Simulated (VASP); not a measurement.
# TiC (rock salt type) (R3m) in VASP: a series of runs

TiC (rock salt type) is run at these levels: HSE06; tasks: single point.

Everything below comes from runs of VASP 6.6.1. Logs are shortened: lines on timing, memory, paths and dates and some standing lists are left out, and cuts for length are marked.

## 1. The cell of the first run

It takes space group R3m (No. 160, trigonal). Conventional cell: a = 3.062 Å, b = 3.062 Å, c = 7.500 Å, α = 90.00°, β = 90.00°, γ = 120.00°. Ti (site symmetry 3m) has 6 C at 2.13 to 2.20 Å within 2.8 Å. C (site symmetry 3m) has 6 Ti at 2.13 to 2.20 Å within 2.8 Å.

## 2. Single point, HSE06

Input file POSCAR:

```
TiC
1.0
    0.0000000000      2.1650000000      2.1650000000
    2.1650000000      0.0000000000      2.1650000000
    2.1650000000      2.1650000000      0.0000000000
Ti C
1 1
Direct
    0.0080002347      0.0080002347      0.0080002347
    0.5000000000      0.5000000000      0.5000000000
```

Input file INCAR.step1:

```
SYSTEM = TiC
PREC = Accurate ; ENCUT = 520
EDIFF = 1E-5 ; ISMEAR = -1
SIGMA = 0.1 ; LREAL = .FALSE.
LASPH = .TRUE. ; NELM = 80
ALGO = Normal ; ISIF = 2
LWAVE = .TRUE. ; NBANDS = 15
GGA = PE
```

Input file INCAR.step2:

```
SYSTEM = TiC
PREC = Accurate ; ENCUT = 520
EDIFF = 1E-7 ; ISMEAR = -1
SIGMA = 0.1 ; LREAL = .FALSE.
LASPH = .TRUE. ; NELM = 80
ALGO = Normal ; ISIF = 2
LWAVE = .FALSE. ; LCHARG = .TRUE.
GGA = PE ; LHFCALC = .TRUE.
HFSCREEN = 0.2079 ; PRECFOCK = Normal
LELF = .TRUE. ; LVHAR = .TRUE.
NBANDS = 15 ; ISTART = 1
```

Input file KPOINTS:

```
Automatic mesh
0
G
  4 4 4
  0 0 0
```

Potentials or basis: VASP PAW PBE potentials, release 64 (Ti_sv, C).

Run with:

```
$ cat potpaw_PBE.64/Ti_sv/POTCAR potpaw_PBE.64/C/POTCAR > POTCAR
$ cp INCAR.step1 INCAR
$ mpirun -np 1 vasp_std > vasp.out
$ cp INCAR.step2 INCAR
$ mpirun -np 1 vasp_std > vasp.out
```

OUTCAR:

```text
SYSTEM = TiC
   PREC = Accurate
   ENCUT = 520
   EDIFF = 1E-7
   ISMEAR = -1
   LREAL = .FALSE.
   LASPH = .TRUE.
   NELM = 80
   ISIF = 2
   GGA = PE
   LHFCALC = .TRUE.
   HFSCREEN = 0.2079
   PRECFOCK = Normal
   ISTART = 1

 ion  position               nearest neighbor table
   1  0.008  0.008  0.008-   2 2.13   2 2.13   2 2.13   2 2.20   2 2.20   2 2.20
   2  0.500  0.500  0.500-   1 2.13   1 2.13   1 2.13   1 2.20   1 2.20   1 2.20

  LATTYP: Found a face centered cubic cell.
 ALAT       =     4.3300000000

  Lattice vectors:

 A1 = (   0.0000000000,   2.1650000000,   2.1650000000)
 A2 = (   2.1650000000,   0.0000000000,   2.1650000000)
 A3 = (   2.1650000000,   2.1650000000,   0.0000000000)

Analysis of symmetry for initial positions (statically):
=====================================================================
 Subroutine PRICEL returns:
 Original cell was already a primitive cell.

 Routine SETGRP: Setting up the symmetry group for a
 face centered cubic supercell.

 Subroutine GETGRP returns: Found  6 space group operations
 (whereof  6 operations were pure point group operations)
 out of a pool of 48 trial point group operations.

The static configuration has the point symmetry C_3v.

Analysis of symmetry for dynamics (positions and initial velocities):
=====================================================================
 Subroutine PRICEL returns:
 Original cell was already a primitive cell.

 Routine SETGRP: Setting up the symmetry group for a
 face centered cubic supercell.

 Subroutine GETGRP returns: Found  6 space group operations
 (whereof  6 operations were pure point group operations)
 out of a pool of 48 trial point group operations.

The dynamic configuration has the point symmetry C_3v.

 Subroutine INISYM returns: Found  6 space group operations
 (whereof  6 operations are pure point group operations),
 and found     1 'primitive' translations

----------------------------------------------------------------------------------------

                                     Primitive cell

  volume of cell :      20.2957

  direct lattice vectors                    reciprocal lattice vectors
     0.000000000  2.165000000  2.165000000    -0.230946882  0.230946882  0.230946882
     2.165000000  0.000000000  2.165000000     0.230946882 -0.230946882  0.230946882
     2.165000000  2.165000000  0.000000000     0.230946882  0.230946882 -0.230946882

  length of vectors
     3.061772363  3.061772363  3.061772363     0.400011734  0.400011734  0.400011734

  position of ions in fractional coordinates (direct lattice)
     0.008000235  0.008000235  0.008000235
     0.500000000  0.500000000  0.500000000

  ion indices of the primitive-cell ions
   primitive index   ion index
                 1           1
                 2           2

----------------------------------------------------------------------------------------

 KPOINTS: Automatic mesh

Automatic generation of k-mesh.
 Grid dimensions read from file:
 generate k-points for:    4    4    4

 Generating k-lattice:

  Cartesian coordinates                     Fractional coordinates (reciprocal lattice)
    -0.057736721  0.057736721  0.057736721     0.250000000  0.000000000  0.000000000
     0.057736721 -0.057736721  0.057736721     0.000000000  0.250000000  0.000000000
     0.057736721  0.057736721 -0.057736721     0.000000000  0.000000000  0.250000000

  Length of vectors
     0.100002933  0.100002933  0.100002933

  Shift w.r.t. Gamma in fractional coordinates (k-lattice)
     0.000000000  0.000000000  0.000000000

 Subroutine IBZKPT returns following result:
 ===========================================

 Found     13 irreducible k-points:

 Following reciprocal coordinates:
            Coordinates               Weight
  0.000000  0.000000  0.000000      1.000000
  0.250000  0.000000  0.000000      6.000000
  0.250000  0.250000  0.250000      2.000000
  0.500000  0.000000  0.000000      3.000000
  0.500000  0.500000  0.500000      1.000000
  0.250000  0.250000  0.000000      6.000000
  0.500000  0.250000  0.000000     12.000000
  0.250000  0.250000 -0.250000      6.000000
  0.500000  0.250000  0.500000      6.000000
 -0.250000  0.250000  0.000000      6.000000
  0.250000  0.250000  0.500000      6.000000
  0.500000  0.500000  0.000000      3.000000
 -0.250000  0.500000  0.250000      6.000000
   k-points           NKPTS =     13   k-points in BZ     NKDIM =     64   number of bands    NBANDS=     15
   number of dos      NEDOS =    301   number of ions     NIONS =      2
   total plane-waves  NPLWV =  13824
   dimension x,y,z NGX =    24 NGY =   24 NGZ =   24
   dimension x,y,z NGXF=    48 NGYF=   48 NGZF=   48
   ions per type =               1   1
   NGX,Y,Z   is equivalent  to a cutoff of  13.03, 13.03, 13.03 a.u.
   NGXF,Y,Z  is equivalent  to a cutoff of  26.06, 26.06, 26.06 a.u.
 SYSTEM =  TiC
   PREC   = accura    normal or accurate (medium, high low for compatibility)
   ISTART =      1    job   : 0-new  1-cont  2-samecut
   ICHARG =      0    charge: 1-file 2-atom 10-const
   ISPIN  =      1    spin polarized calculation?
   LNONCOLLINEAR =      F non collinear calculations
   LSORBIT =      F    spin-orbit coupling
   LASPH  =      T    aspherical Exc in radial PAW
   ENCUT  =  520.0 eV  38.22 Ry    6.18 a.u.   5.69  5.69  5.69*2*pi/ulx,y,z
   NELM   =     80;   NELMIN=  2; NELMDL=  0     # of ELM steps
   EDIFF  = 0.1E-06   stopping-criterion for ELM
   LREAL  =      F    real-space projection
   EDIFFG = 0.1E-05   stopping-criterion for IOM
   NSW    =      0    number of steps for IOM
   IBRION =     -1    ionic relax: 0-MD 1-quasi-New 2-CG
   NFREE  =      0    steps in history (QN), initial steepest desc. (CG)
   ISIF   =      2    stress and relaxation
   ISYM   =      3    0-nonsym 1-usesym 2-fastsym
   POTIM  = 0.5000    time-step for ionic-motion
   TEBEG  =    0.0;   TEEND  =   0.0 temperature during run
   PSTRESS=    0.0 pullay stress
   NELECT =      16.0000    total number of electrons
   NUPDOWN=      -1.0000    fix difference up-down
   EMIN   =  10.00;   EMAX   =-10.00  energy-range for DOS
   EFERMI =   0.00;   METHOD = LEGACY
   ISMEAR =    -1;   SIGMA  =   0.10  broadening in eV -4-tet -1-fermi 0-gaus
   EFERMI_NEDOS =   21; number of points for ismear=-14 and -15
   IALGO  =     38    algorithm
   IMIX   =      1    mixing-type and parameters
     AMIX     =   0.40;   BMIX     =  1.00
     AMIX_MAG =   1.60;   BMIX_MAG =  1.00
  volume/ion in A,a.u.               =      10.15        68.48
  Fermi-wavevector in a.u.,A,eV,Ry     =   1.512331  2.857892 31.118508  2.287146
  Thomas-Fermi vector in A             =   2.622270
   LORBIT       =      0    0 simple, 1 ext, 2 COOP (PROOUT), +10 PAW based schemes
   GGA     = PE    functional components
   LHFCALC =     T    Hartree Fock is set to
   PRECFOCK=normal    Normal, Fast or Accurate (Low or Medium for compatibility)
   ENCUT4O =  -1.0   cutoff for four orbital integrals eV
   NKREDX  =     1    reduce k-point grid by
   NKREDY  =     1    reduce k-point grid by
   NKREDZ  =     1    reduce k-point grid by
   AEXX    =    0.2500 exact exchange contribution
   HFSCREEN=    0.2079 screening length (either q_TF or 0.3 A-1)
   HFSCREENC=   0.2079 screening length for correlation (either q_TF or 0.3 A-1)
   ENCUTFOCK=  -1.0 apply spherical cutoff to Coloumb kernel
   IVDW    =     0    specifies the selected vdW correction
   LEPSILON=     F    determine dielectric tensor
   LRPA    =     F    only Hartree local field effects (RPA)
 non-spin polarized calculation
  energy-cutoff  :      520.00
  volume of cell :       20.30
 maximum number of plane-waves:       568
 NGX is ok and might be reduce to    24
  NGX = 18; NGY = 18; NGZ = 18

 number of electron      16.0000001 magnetization

 Free energy of the ion-electron system (eV)
  ---------------------------------------------------
  ext. energy  EPLUGINS =         0.00000000
  ---------------------------------------------------
  free energy    TOTEN  =       -21.93921021 eV

  energy without entropy =      -21.91714223  energy(sigma->0) =      -21.92817622

 E-fermi :   9.2808     XC(G=0): -10.3925

 val. band max:        9.0409580726   @ k =   0.5000   0.5000   0.0000
 cond. band min:       9.3224504905   @ k =   0.5000   0.5000   0.0000
 fundamental gap:      0.2814924180
 Fermi energy:         9.2807817540

 k-point     1 :       0.0000    0.0000    0.0000
  band No.  band energies     occupation
      1     -52.0568      2.00000
      2     -26.4229      2.00000
      3     -26.4225      2.00000
      4     -26.4225      2.00000
      5      -4.8981      2.00000
      6      10.3813      0.00003
      7      10.5266      0.00001
      8      10.5266      0.00001
      9      11.0378      0.00000
     10      11.0378      0.00000
     11      11.6131      0.00000
     12      11.8343      0.00000
     13      11.8343      0.00000
     14      20.8798      0.00000
     15      24.1665      0.00000

 k-point     2 :       0.2500    0.0000    0.0000
  band No.  band energies     occupation
      1     -52.0178      2.00000
      2     -26.7016      2.00000
      3     -26.4469      2.00000
      4     -26.4467      2.00000
      5      -3.4438      2.00000
      6       6.0890      2.00000
      7       7.2944      2.00000
      8       7.3704      2.00000
      9      11.8717      0.00000
     10      11.8894      0.00000
     11      12.9576      0.00000
     12      16.2032      0.00000
     13      16.2417      0.00000
     14      21.4969      0.00000
     15      24.9406      0.00000
[... 167 lines left out ...]
      3     -26.6065      2.00000
      4     -26.6063      2.00000
      5      -2.3356      2.00000
      6       5.0909      2.00000
      7       7.6741      2.00000
      8       9.0410      1.83339
      9       9.3225      0.79462
     10      12.6556      0.00000
     11      13.9811      0.00000
     12      13.9895      0.00000
     13      16.1333      0.00000
     14      21.9217      0.00000
     15      25.5887      0.00000

 k-point    13 :      -0.2500    0.5000    0.2500
  band No.  band energies     occupation
      1     -51.9517      2.00000
      2     -26.7600      2.00000
      3     -26.7592      2.00000
      4     -26.6120      2.00000
      5      -1.6717      2.00000
      6       5.5058      2.00000
      7       5.5426      2.00000
      8       6.1091      2.00000
      9      12.9905      0.00000
     10      13.0033      0.00000
     11      13.9928      0.00000
     12      15.3634      0.00000
     13      15.4141      0.00000
     14      24.5265      0.00000
     15      24.5368      0.00000

------------------------ aborting loop because EDIFF is reached ----------------------------------------

  FORCE on cell =-STRESS in cart. coord.  units (eV):
  Direction    XX          YY          ZZ          XY          YZ          ZX
  --------------------------------------------------------------------------------------
  -------------------------------------------------------------------------------------
  Total       -0.4979669     -0.4979669     -0.4979669     -0.2054199     -0.2054199     -0.2054199
  in kB      -39.3103920    -39.3103920    -39.3103920    -16.2162086    -16.2162086    -16.2162086
  external PRESSURE =     -39.3103920 kB  Pullay stress =       0.0000000 kB

 VOLUME and BASIS-vectors are now :
 -----------------------------------------------------------------------------
  energy-cutoff  :      520.00
  volume of cell :       20.30
      direct lattice vectors                 reciprocal lattice vectors
     0.000000000  2.165000000  2.165000000    -0.230946882  0.230946882  0.230946882
     2.165000000  0.000000000  2.165000000     0.230946882 -0.230946882  0.230946882
     2.165000000  2.165000000  0.000000000     0.230946882  0.230946882 -0.230946882

 POSITION                                       TOTAL-FORCE (eV/Angst)
 -----------------------------------------------------------------------------------
      0.03464      0.03464      0.03464        -0.044265     -0.044265     -0.044265
      2.16500      2.16500      2.16500         0.044265      0.044265      0.044265
 -----------------------------------------------------------------------------------
    total drift:                               -0.000011     -0.000011     -0.000010

  FREE ENERGIE OF THE ION-ELECTRON SYSTEM (eV)
  ---------------------------------------------------
  free  energy   TOTEN  =       -21.9392102059 eV

  energy  without entropy=      -21.9171422289  energy(sigma->0) =      -21.92817622
```

Wall time 13 min (1 thread of Intel Xeon Platinum 8259CL at 2.50GHz (Skylake/Cascade Lake), shared host); peak memory 0.25 GiB.

What came out:

| Property | Result |
| --- | --- |
| Free energy | -21.9392 eV |
| Pressure | -3.9 GPa |
| Largest force | 0.077 eV/Å |
| Band gap on the k mesh | zero (bands 8 and 9 overlap by 1.20 eV) |

Forces on the atoms (eV/Å):
```
Ti  -0.044 -0.044 -0.044
C    0.044  0.044  0.044
```

Levels at points of the mesh, in eV from the Fermi level:
| k point | band 6 | band 7 | band 8 | band 9 | band 10 | band 11 |
| --- | --- | --- | --- | --- | --- | --- |
| (0.00, 0.00, 0.00) | 1.10 | 1.25 | 1.25 | 1.76 | 1.76 | 2.33 |
| (0.50, 0.00, 0.00) | -6.78 | -3.44 | -3.41 | 4.01 | 4.02 | 5.30 |
| (0.50, 0.50, 0.50) | -6.77 | -3.46 | -3.46 | 4.02 | 4.02 | 5.32 |
| (0.50, 0.50, 0.00) | -4.19 | -1.61 | -0.24 | 0.04 | 3.37 | 4.70 |

Caveat: the k points lie up to 0.63 Å⁻¹ apart, too coarse for converged energies and pressures of a metal; the PAW data sets were made with another functional, which shifts forces and pressure a little.

## 3. Single point, HSE06

POSCAR is that of step 2.

Input file INCAR.step1:

```
ALGO = Normal
EDIFF = 1E-5
ENCUT = 520
GGA = PE
ISIF = 2
ISMEAR = -1
LASPH = T
LCHARG = F
LREAL = F
LWAVE = T
NBANDS = 15
NELM = 80
PREC = Accurate
SIGMA = 0.1
```

Input file INCAR.step2:

```
ALGO = Normal
EDIFF = 1E-6
ENCUT = 520
GGA = PE
HFSCREEN = 0.2079
ISIF = 2
ISMEAR = -1
ISTART = 1
LASPH = T
LCHARG = F
LHFCALC = T
LREAL = F
LWAVE = F
NBANDS = 15
NELM = 80
PREC = Accurate
PRECFOCK = Normal
SIGMA = 0.1
```

Input file KPOINTS:

```
k-points
0
Gamma
  4 4 4
```

Potentials or basis: VASP PAW PBE potentials, release 64 (Ti_sv, C).

Run with:

```
$ cat potpaw_PBE.64/Ti_sv/POTCAR potpaw_PBE.64/C/POTCAR > POTCAR
$ cp INCAR.step1 INCAR
$ mpirun -np 1 vasp_std > vasp.out
$ cp INCAR.step2 INCAR
$ mpirun -np 1 vasp_std > vasp.out
```

Wall time 7.6 min (1 thread of Intel Xeon Platinum 8259CL at 2.50GHz (Skylake/Cascade Lake), shared host); peak memory 0.25 GiB.

It converged, with:

```yaml
Free_energy: -21.9392 eV
Pressure: -4.0 GPa
Largest_force: 0.077 eV/Å
Band_gap_on_the_k_mesh: zero (bands 8 and 9 overlap by 1.20 eV)
```

Forces in eV/Å, atoms in the order of the input:
```
Ti  -0.044 -0.044 -0.044
C    0.044  0.044  0.044
```

Stress tensor (GPa, compression positive):
```
-3.97 -1.62 -1.62
-1.62 -3.97 -1.62
-1.62 -1.62 -3.97
```

Levels at points of the mesh, in eV from the Fermi level:
| k point | band 4 | band 5 | band 6 | band 7 | band 8 | band 9 | band 10 | band 11 | band 12 | band 13 |
| --- | --- | --- | --- | --- | --- | --- | --- | --- | --- | --- |
| (0.00, 0.00, 0.00) | -35.70 | -14.18 | 1.10 | 1.25 | 1.25 | 1.76 | 1.76 | 2.33 | 2.55 | 2.55 |
| (0.50, 0.00, 0.00) | -35.75 | -10.30 | -6.78 | -3.44 | -3.41 | 4.01 | 4.02 | 5.30 | 8.66 | 9.54 |
| (0.50, 0.50, 0.50) | -35.75 | -10.29 | -6.77 | -3.46 | -3.46 | 4.02 | 4.02 | 5.32 | 8.94 | 9.58 |
| (0.50, 0.50, 0.00) | -35.89 | -11.62 | -4.19 | -1.61 | -0.24 | 0.04 | 3.37 | 4.70 | 4.71 | 6.85 |

Caveat: the k points lie up to 0.63 Å⁻¹ apart, too coarse for converged energies and pressures of a metal; the PAW data sets were made with another functional, which shifts forces and pressure a little.

The gap in the log of VASP goes by the Fermi energy; the results here count the filled bands.